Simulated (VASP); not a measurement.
# Ge2Sb2Te5 (Cm) in VASP: a series of runs, part 2 of 2

VASP 6.6.1.

**3. Single point, PBE**

This run uses another cell than the first one, of 33.18 Å³/atom.

The input, INCAR:

```
  ALGO = Normal
  EDIFF = 1E-7
  ENCUT = 520
  GGA = PE
  ISIF = 2
  ISMEAR = -1
  LASPH = True
  LCHARG = False
  LREAL = False
  LWAVE = False
  NBANDS = 44
  NELM = 80
  PREC = Accurate
  SIGMA = 0.05
```

The input, KPOINTS:

```
k-points
0
Gamma
  5 5 4
```

The input, POSCAR:

```
Ge2Sb2Te5
1.0
    6.9291349524     -3.1063528111      0.0000000000
    6.9291349524      3.1063528111      0.0000000000
   -6.9208685848      0.0000000000      6.9377194520
Te Sb Ge
5 2 2
Direct
    0.5947020000      0.5947020000      0.3864330000
    0.7952880000      0.7952880000      0.1961120000
    0.0083240000      0.0083240000      0.0064350000
    0.2065190000      0.2065190000      0.8098030000
    0.3999590000      0.3999590000      0.5971180000
    0.9017080000      0.9017080000      0.5878730000
    0.1118700000      0.1118700000      0.4173520000
    0.2842870000      0.2842870000      0.1878300000
    0.4973430000      0.4973430000      0.0110440000
```

Potentials or basis: VASP PAW PBE potentials, release 64 (Te, Sb, Ge_d).

The run is started by

```sh
> cat potpaw_PBE.64/Te/POTCAR potpaw_PBE.64/Sb/POTCAR potpaw_PBE.64/Ge_d/POTCAR > POTCAR
> mpirun -np 1 vasp_std > vasp.out
```

OUTCAR:

```text
EDIFF = 1E-7
   ENCUT = 520
   GGA = PE
   ISIF = 2
   ISMEAR = -1
   LASPH = True
   LREAL = False
   NELM = 80
   PREC = Accurate

 ion  position               nearest neighbor table
   1  0.595  0.595  0.386-   9 2.89   7 3.11   7 3.11   6 3.18   8 3.24
   2  0.795  0.795  0.196-   6 2.99   8 3.11   8 3.11   9 3.12   7 3.24
   3  0.008  0.008  0.006-   8 2.86   9 3.11   9 3.11   7 3.18   6 3.23
   4  0.207  0.207  0.810-   9 2.98   8 3.04   7 3.06   6 3.10
   5  0.400  0.400  0.597-   7 3.02   8 3.09   6 3.11   6 3.11   9 3.25
   6  0.902  0.902  0.588-   2 2.99   4 3.10   5 3.11   5 3.11   1 3.18   3 3.23
   7  0.112  0.112  0.417-   5 3.02   4 3.06   1 3.11   1 3.11   3 3.18   2 3.24
   8  0.284  0.284  0.188-   3 2.86   4 3.04   5 3.09   2 3.11   2 3.11   1 3.24
   9  0.497  0.497  0.011-   1 2.89   4 2.98   3 3.11   3 3.11   2 3.12   5 3.25

  LATTYP: Found a base centered monoclinic cell.
 ALAT       =    13.8582699048
 B/A-ratio  =     0.4483031190
 C/A-ratio  =     0.7071235363
 COS(beta)  =    -0.7062464773

  Lattice vectors:

 A1 = (   6.9291349524,  -3.1063528111,   0.0000000000)
 A2 = (   6.9291349524,   3.1063528111,   0.0000000000)
 A3 = (  -6.9208685848,   0.0000000000,   6.9377194520)

Analysis of symmetry for initial positions (statically):
=====================================================================
 Subroutine PRICEL returns:
 Original cell was already a primitive cell.

 Routine SETGRP: Setting up the symmetry group for a
 base centered monoclinic supercell.

 Subroutine GETGRP returns: Found  2 space group operations
 (whereof  2 operations were pure point group operations)
 out of a pool of  4 trial point group operations.

The static configuration has the point symmetry C_1h.

Analysis of symmetry for dynamics (positions and initial velocities):
=====================================================================
 Subroutine PRICEL returns:
 Original cell was already a primitive cell.

 Routine SETGRP: Setting up the symmetry group for a
 base centered monoclinic supercell.

 Subroutine GETGRP returns: Found  2 space group operations
 (whereof  2 operations were pure point group operations)
 out of a pool of  4 trial point group operations.

The dynamic configuration has the point symmetry C_1h.

 Subroutine INISYM returns: Found  2 space group operations
 (whereof  2 operations are pure point group operations),
 and found     1 'primitive' translations

----------------------------------------------------------------------------------------

                                     Primitive cell

  volume of cell :     298.6596

  direct lattice vectors                    reciprocal lattice vectors
     6.929134952 -3.106352811  0.000000000     0.072159080 -0.160960467  0.071983814
     6.929134952  3.106352811  0.000000000     0.072159080  0.160960467  0.071983814
    -6.920868585  0.000000000  6.937719452     0.000000000  0.000000000  0.144139585

  length of vectors
     7.593572214  7.593572214  9.799508823     0.190517386  0.190517386  0.144139585

  position of ions in fractional coordinates (direct lattice)
[... 45 lines left out ...]

 Found     33 irreducible k-points:

 Following reciprocal coordinates:
            Coordinates               Weight
  0.000000  0.000000  0.000000      1.000000
  0.200000  0.000000  0.000000      4.000000
  0.400000  0.000000  0.000000      4.000000
  0.200000  0.200000  0.000000      2.000000
  0.400000  0.200000  0.000000      4.000000
 -0.400000  0.200000 -0.000000      4.000000
[... 16 lines left out ...]
 -0.200000 -0.400000  0.250000      4.000000
 -0.200000 -0.200000  0.250000      2.000000
 [... further k-points ...]
   k-points           NKPTS =     33   k-points in BZ     NKDIM =     33   number of bands    NBANDS=     44
   number of dos      NEDOS =    301   number of ions     NIONS =      9
   total plane-waves  NPLWV = 250880
   dimension x,y,z NGX =    56 NGY =   56 NGZ =   80
   dimension x,y,z NGXF=   112 NGYF=  112 NGZF=  160
   ions per type =               5   2   2
   NGX,Y,Z   is equivalent  to a cutoff of  12.26, 12.26, 13.57 a.u.
   NGXF,Y,Z  is equivalent  to a cutoff of  24.52, 24.52, 27.14 a.u.
 SYSTEM =  unknown system
   PREC   = accura    normal or accurate (medium, high low for compatibility)
   ISTART =      0    job   : 0-new  1-cont  2-samecut
   ICHARG =      2    charge: 1-file 2-atom 10-const
   ISPIN  =      1    spin polarized calculation?
   LNONCOLLINEAR =      F non collinear calculations
   LSORBIT =      F    spin-orbit coupling
   LASPH  =      T    aspherical Exc in radial PAW
   ENCUT  =  520.0 eV  38.22 Ry    6.18 a.u.  14.12 14.12 18.22*2*pi/ulx,y,z
   NELM   =     80;   NELMIN=  2; NELMDL= -5     # of ELM steps
   EDIFF  = 0.1E-06   stopping-criterion for ELM
   LREAL  =      F    real-space projection
   EDIFFG = 0.1E-05   stopping-criterion for IOM
   NSW    =      0    number of steps for IOM
   IBRION =     -1    ionic relax: 0-MD 1-quasi-New 2-CG
   NFREE  =      0    steps in history (QN), initial steepest desc. (CG)
   ISIF   =      2    stress and relaxation
   ISYM   =      2    0-nonsym 1-usesym 2-fastsym
   POTIM  = 0.5000    time-step for ionic-motion
   TEBEG  =    0.0;   TEEND  =   0.0 temperature during run
   PSTRESS=    0.0 pullay stress
   NELECT =      68.0000    total number of electrons
   NUPDOWN=      -1.0000    fix difference up-down
   EMIN   =  10.00;   EMAX   =-10.00  energy-range for DOS
   EFERMI =   0.00;   METHOD = LEGACY
   ISMEAR =    -1;   SIGMA  =   0.05  broadening in eV -4-tet -1-fermi 0-gaus
   EFERMI_NEDOS =   21; number of points for ismear=-14 and -15
   IALGO  =     38    algorithm
   IMIX   =      4    mixing-type and parameters
     AMIX     =   0.40;   BMIX     =  1.00
     AMIX_MAG =   1.60;   BMIX_MAG =  1.00
  volume/ion in A,a.u.               =      33.18       223.94
  Fermi-wavevector in a.u.,A,eV,Ry     =   0.999660  1.889083 13.596574  0.999320
  Thomas-Fermi vector in A             =   2.131965
   LORBIT       =      0    0 simple, 1 ext, 2 COOP (PROOUT), +10 PAW based schemes
   GGA     = PE    functional components
[... 5 lines left out ...]
 non-spin polarized calculation
  energy-cutoff  :      520.00
  volume of cell :      298.66
 maximum number of plane-waves:      8103
   NGX = 29   NGY = 29   NGZ = 37

 number of electron      67.9999999 magnetization

 Free energy of the ion-electron system (eV)
  ---------------------------------------------------
  ext. energy  EPLUGINS =         0.00000000
  ---------------------------------------------------
  free energy    TOTEN  =       -33.51449702 eV

  energy without entropy =      -33.50994174  energy(sigma->0) =      -33.51221938

 E-fermi :   4.8598     XC(G=0):  -8.9620

 val. band max:        4.7269702171   @ k =  -0.2000   0.4000   0.2500
 cond. band min:       5.0147975170   @ k =  -0.4000   0.2000  -0.0000
 fundamental gap:      0.2878272998
 Fermi energy:         4.8597664960

 k-point     1 :       0.0000    0.0000    0.0000
  band No.  band energies     occupation
      1     -19.8485      2.00000
      2     -19.8429      2.00000
      3     -19.8357      2.00000
      4     -19.8338      2.00000
      5     -19.8313      2.00000
      6     -19.8310      2.00000
[... 1117 lines left out ...]
     43       9.1832      0.00000
     44       9.3845      0.00000

 [... further k-points ...]

------------------------ aborting loop because EDIFF is reached ----------------------------------------

  FORCE on cell =-STRESS in cart. coord.  units (eV):
  Direction    XX          YY          ZZ          XY          YZ          ZX
  --------------------------------------------------------------------------------------
  -------------------------------------------------------------------------------------
  Total       -2.9421990     -3.4808325     -3.1412302      0.0000000      0.0000000     -0.1801580
  in kB      -15.7836008    -18.6731323    -16.8513157      0.0000000      0.0000000     -0.9664685
  external PRESSURE =     -17.1026829 kB  Pullay stress =       0.0000000 kB

 VOLUME and BASIS-vectors are now :
 -----------------------------------------------------------------------------
  energy-cutoff  :      520.00
  volume of cell :      298.66
      direct lattice vectors                 reciprocal lattice vectors
     6.929134952 -3.106352811  0.000000000     0.072159080 -0.160960467  0.071983814
     6.929134952  3.106352811  0.000000000     0.072159080  0.160960467  0.071983814
    -6.920868585  0.000000000  6.937719452     0.000000000  0.000000000  0.144139585

 POSITION                                       TOTAL-FORCE (eV/Angst)
 -----------------------------------------------------------------------------------
      5.56709      0.00000      2.68096         0.137731      0.000000     -0.010815
      9.66405      0.00000      1.36057        -0.061780      0.000000      0.147220
      0.07082      0.00000      0.04464         0.109141      0.000000      0.104573
     -2.74254      0.00000      5.61819         0.043527      0.000000     -0.134266
      1.41016      0.00000      4.14264        -0.046249      0.000000     -0.113349
      8.42752      0.00000      4.07850         0.094366      0.000000     -0.181540
     -1.33811      0.00000      2.89547         0.014008      0.000000      0.105367
      2.63978      0.00000      1.30311        -0.259116      0.000000     -0.069062
      6.81588      0.00000      0.07662        -0.031629      0.000000      0.151871
 -----------------------------------------------------------------------------------
    total drift:                                0.000420      0.000000      0.000448

  FREE ENERGIE OF THE ION-ELECTRON SYSTEM (eV)
  ---------------------------------------------------
  free  energy   TOTEN  =       -33.5144970225 eV

  energy  without entropy=      -33.5099417430  energy(sigma->0) =      -33.51221938
```

Wall time 32 min (1 thread of Oxide Virtual Turin-like, shared host); peak memory 0.72 GiB.

What came out:

```yaml
Free_energy: -33.5145 eV
Pressure: -1.7 GPa
Largest_force: 0.268 eV/Å
Band_gap_on_the_k_mesh: 0.29 eV (least direct gap 0.34 eV)
```

Forces on the atoms (eV/Å):
```
Te   0.138  0.000 -0.011
Te  -0.062  0.000  0.147
Te   0.109  0.000  0.105
Te   0.044  0.000 -0.134
Te  -0.046  0.000 -0.113
Sb   0.094  0.000 -0.182
Sb   0.014  0.000  0.105
Ge  -0.259  0.000 -0.069
Ge  -0.032  0.000  0.152
```

Caveat: spin-orbit coupling is left out, which moves the levels of the heavy elements; an odd mesh through Γ misses points on the zone boundary, where band edges can lie.

**4. Single point, PBE**

This run uses another cell than the first one, of 33.82 Å³/atom.

The input, INCAR:

```
  PREC = Accurate
  ENCUT = 520
  EDIFF = 1E-6
  ISMEAR = -1
  SIGMA = 0.05
  LREAL = False
  LASPH = True
  NELM = 60
  ALGO = Normal
  ISIF = 2
  LWAVE = False
  LCHARG = True
  GGA = PE
  LELF = True
  LVHAR = True
  NBANDS = 44
```

The input, KPOINTS:

```
Automatic mesh
0
Gamma
  5 5 4
```

POSCAR, as its differences from that of step 3:

```diff
@@ -2,5 +2,5 @@
 1.0
-    6.9291349524     -3.1063528111      0.0000000000
-    6.9291349524      3.1063528111      0.0000000000
-   -6.9208685848      0.0000000000      6.9377194520
+    6.9732707599     -3.1261390312      0.0000000000
+    6.9732707599      3.1261390312      0.0000000000
+   -6.9649517389      0.0000000000      6.9819099393
 Te Sb Ge
```

Potentials or basis: VASP PAW PBE potentials, release 64 (Te, Sb, Ge_d).

The run is started by

```sh
> cat potpaw_PBE.64/Te/POTCAR potpaw_PBE.64/Sb/POTCAR potpaw_PBE.64/Ge_d/POTCAR > POTCAR
> mpirun -np 1 vasp_std > vasp.out
```

OUTCAR:

```text
PREC = Accurate
   ENCUT = 520
   EDIFF = 1E-6
   ISMEAR = -1
   LREAL = False
   LASPH = True
   NELM = 60
   ISIF = 2
   GGA = PE

 ion  position               nearest neighbor table
   1  0.595  0.595  0.386-   9 2.91   7 3.13   7 3.13   6 3.20   8 3.26
   2  0.795  0.795  0.196-   6 3.01   8 3.13   8 3.13   9 3.14   7 3.26
   3  0.008  0.008  0.006-   8 2.88   9 3.13   9 3.13   7 3.20   6 3.25
   4  0.207  0.207  0.810-   9 3.00   8 3.06   7 3.08   6 3.12
   5  0.400  0.400  0.597-   7 3.04   8 3.11   6 3.13   6 3.13   9 3.27
   6  0.902  0.902  0.588-   2 3.01   4 3.12   5 3.13   5 3.13   1 3.20   3 3.25
   7  0.112  0.112  0.417-   5 3.04   4 3.08   1 3.13   1 3.13   3 3.20   2 3.26
   8  0.284  0.284  0.188-   3 2.88   4 3.06   5 3.11   2 3.13   2 3.13   1 3.26
   9  0.497  0.497  0.011-   1 2.91   4 3.00   3 3.13   3 3.13   2 3.14   5 3.27

  LATTYP: Found a base centered monoclinic cell.
 ALAT       =    13.9465415198
 B/A-ratio  =     0.4483031190
 C/A-ratio  =     0.7071235363
 COS(beta)  =    -0.7062464773

  Lattice vectors:

 A1 = (   6.9732707599,  -3.1261390312,   0.0000000000)
 A2 = (   6.9732707599,   3.1261390312,   0.0000000000)
[... 200 lines left out ...]
      2     -20.0575      2.00000
      3     -20.0491      2.00000
      4     -20.0478      2.00000
      5     -20.0449      2.00000
      6     -20.0446      2.00000
[... 1117 lines left out ...]
     43       8.9340      0.00000
     44       9.1233      0.00000

 [... further k-points ...]

------------------------ aborting loop because EDIFF is reached ----------------------------------------

  FORCE on cell =-STRESS in cart. coord.  units (eV):
  Direction    XX          YY          ZZ          XY          YZ          ZX
  --------------------------------------------------------------------------------------
  -------------------------------------------------------------------------------------
  Total       -4.3506352     -4.7444955     -4.5645133      0.0000000      0.0000000     -0.1786470
  in kB      -22.8988777    -24.9718986    -24.0245912      0.0000000      0.0000000     -0.9402804
  external PRESSURE =     -23.9651225 kB  Pullay stress =       0.0000000 kB

 VOLUME and BASIS-vectors are now :
 -----------------------------------------------------------------------------
  energy-cutoff  :      520.00
  volume of cell :      304.40
      direct lattice vectors                 reciprocal lattice vectors
     6.973270760 -3.126139031  0.000000000     0.071702364 -0.159941703  0.071528208
     6.973270760  3.126139031  0.000000000     0.071702364  0.159941703  0.071528208
    -6.964951739  0.000000000  6.981909939     0.000000000  0.000000000  0.143227284

 POSITION                                       TOTAL-FORCE (eV/Angst)
 -----------------------------------------------------------------------------------
      5.60255      0.00000      2.69804         0.191704      0.000000     -0.051887
      9.72561      0.00000      1.36924        -0.092524      0.000000      0.229494
      0.07127      0.00000      0.04493         0.164137      0.000000      0.143999
     -2.76001      0.00000      5.65397         0.040579      0.000000     -0.171829
      1.41915      0.00000      4.16902        -0.112833      0.000000     -0.160545
      8.48120      0.00000      4.10448         0.118745      0.000000     -0.211377
     -1.34664      0.00000      2.91391         0.040129      0.000000      0.130277
      2.65659      0.00000      1.31141        -0.293664      0.000000     -0.086498
      6.85929      0.00000      0.07711        -0.056273      0.000000      0.178367
 -----------------------------------------------------------------------------------
    total drift:                               -0.000171      0.000000      0.000294

  FREE ENERGIE OF THE ION-ELECTRON SYSTEM (eV)
  ---------------------------------------------------
  free  energy   TOTEN  =       -33.4410392848 eV

  energy  without entropy=      -33.4367028160  energy(sigma->0) =      -33.43887105
```

OSZICAR:

```text
N       E                     dE             d eps       ncg     rms          rms(c)
DAV:   1     0.590784704018E+03    0.59078E+03   -0.27055E+04  3588   0.197E+03
DAV:   2     0.619690434567E+02   -0.52882E+03   -0.50659E+03  3128   0.545E+02
DAV:   3    -0.277461658044E+02   -0.89715E+02   -0.86993E+02  3444   0.150E+02
DAV:   4    -0.335953353234E+02   -0.58492E+01   -0.57678E+01  3496   0.447E+01
DAV:   5    -0.338165270715E+02   -0.22119E+00   -0.22054E+00  4152   0.887E+00    0.876E+00
DAV:   6    -0.334175895280E+02    0.39894E+00   -0.80978E-01  3588   0.375E+00    0.635E+00
DAV:   7    -0.334408070001E+02   -0.23217E-01   -0.34870E-01  3744   0.185E+00    0.202E+00
DAV:   8    -0.334396615199E+02    0.11455E-02   -0.28903E-02  3468   0.769E-01    0.808E-01
DAV:   9    -0.334409828608E+02   -0.13213E-02   -0.60559E-03  3788   0.334E-01    0.171E-01
DAV:  10    -0.334409761046E+02    0.67562E-05   -0.49795E-04  3484   0.106E-01    0.795E-02
DAV:  11    -0.334410381075E+02   -0.62003E-04   -0.16089E-04  3560   0.486E-02    0.365E-02
DAV:  12    -0.334410392015E+02   -0.10939E-05   -0.11960E-05  3196   0.144E-02    0.142E-02
DAV:  13    -0.334410392848E+02   -0.83308E-07   -0.28475E-06  2752   0.694E-03
   1 F= -.33441039E+02 E0= -.33438871E+02  d E =-.433647E-02
```

stdout:

```text
POSCAR found type information on POSCAR TeSbGe
 POSCAR found :  3 types and       9 ions
 scaLAPACK will be used
 LDA part: xc-table for (Slater+PW92), standard interpolation
 POSCAR, INCAR and KPOINTS ok, starting setup
 FFT: planning ... GRIDC
 FFT: planning ... GRID_SOFT
 FFT: planning ... GRID
 WAVECAR not read
 entering main loop
```

Run time: 30 min. Hardware: 1 thread of Oxide Virtual Turin-like, shared host; peak memory 0.83 GiB.

What came out:

```
Free energy            : -33.4410 eV
Pressure               : -2.4 GPa
Largest force          : 0.306 eV/Å
Band gap on the k mesh : 0.30 eV (least direct gap 0.35 eV)
```

Forces on the atoms (eV/Å):
```
Te   0.192  0.000 -0.052
Te  -0.093  0.000  0.229
Te   0.164  0.000  0.144
Te   0.041  0.000 -0.172
Te  -0.113  0.000 -0.161
Sb   0.119  0.000 -0.211
Sb   0.040  0.000  0.130
Ge  -0.294  0.000 -0.086
Ge  -0.056  0.000  0.178
```

Stress tensor (GPa, compression positive):
```
-2.29  0.00 -0.09
 0.00 -2.50  0.00
-0.09  0.00 -2.40
```

Caveat: spin-orbit coupling is left out, which moves the levels of the heavy elements; an odd mesh through Γ misses points on the zone boundary, where band edges can lie.

**5. Overview**

```tsv
cell	k mesh	gap on the mesh (eV)	pressure (GPa)	largest force (eV/Å)
a = 7.590, b = 7.590, c = 9.847 Å, angles 131.3, 131.3, 47.6°, 9 atoms, atomic positions A	4 × 4 × 3	0.23	0.0	0.02
a = 7.594, b = 7.594, c = 9.800 Å, angles 130.1, 130.1, 48.3°, 9 atoms, atomic positions B	5 × 5 × 4	0.29	-1.7	0.27
a = 7.642, b = 7.642, c = 9.862 Å, angles 130.1, 130.1, 48.3°, 9 atoms, atomic positions B	5 × 5 × 4	0.30	-2.4	0.31
```

Alike in all rows: task single point; level PBE; potentials or basis VASP PAW PBE potentials, release 64 (Te, Sb, Ge_d); no spin polarisation; cutoff (eV) 520; smearing fermi-dirac 0.05 eV.

Caveats: spin-orbit coupling is left out, which moves the levels of the heavy elements; an odd mesh through Γ misses points on the zone boundary, where band edges can lie.

Total energies depend on the potentials used, so only differences within one code and one set of settings carry meaning.
